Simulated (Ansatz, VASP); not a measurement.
# Two plane-wave programs on CoSn

```
CELL_PARAMETERS angstrom
5.24070 0.00000 0.00000
-2.62035 4.53858 0.00000
0.00000 0.00000 4.18599
ATOMIC_POSITIONS crystal
Co 0.00000 0.50000 0.00000
Co 0.50000 0.50000 0.00000
Co 0.50000 0.00000 0.00000
Sn 0.66667 0.33333 0.50000
Sn 0.33333 0.66667 0.50000
Sn 0.00000 0.00000 0.00000
```

Alike in both runs: functional PBE; dispersion D3(BJ); k mesh 12 × 12 × 8; occupations gaussian, width 0.1 eV; no spin polarisation.

Ansatz relaxed the structure, and its values are those at the end. VASP's run is a single point on that final structure, the one shown.

|  | VASP | Ansatz |
| --- | --- | --- |
| version | VASP 6.6.1 | Ansatz 0.2.0 |
| potentials or method | VASP PAW PBE potentials, release 64 (Co, Sn_d), cutoff 520 eV | scalar-relativistic, plane waves, PAW |
| valence electrons in the cell | 69 | 93 |

|  | VASP | Ansatz | Ansatz less VASP |
| --- | --- | --- | --- |
| gap on the k mesh at the Fermi level (eV) | none | none | - |
| pressure (GPa) | -0.1 | 0.0 | +0.14 |

A gap of «none» marks a metal or a gap that the smearing closes. VASP's potentials hold 69 valence electrons a cell and Ansatz's 93, so a difference there can come from the potentials and not from the codes.
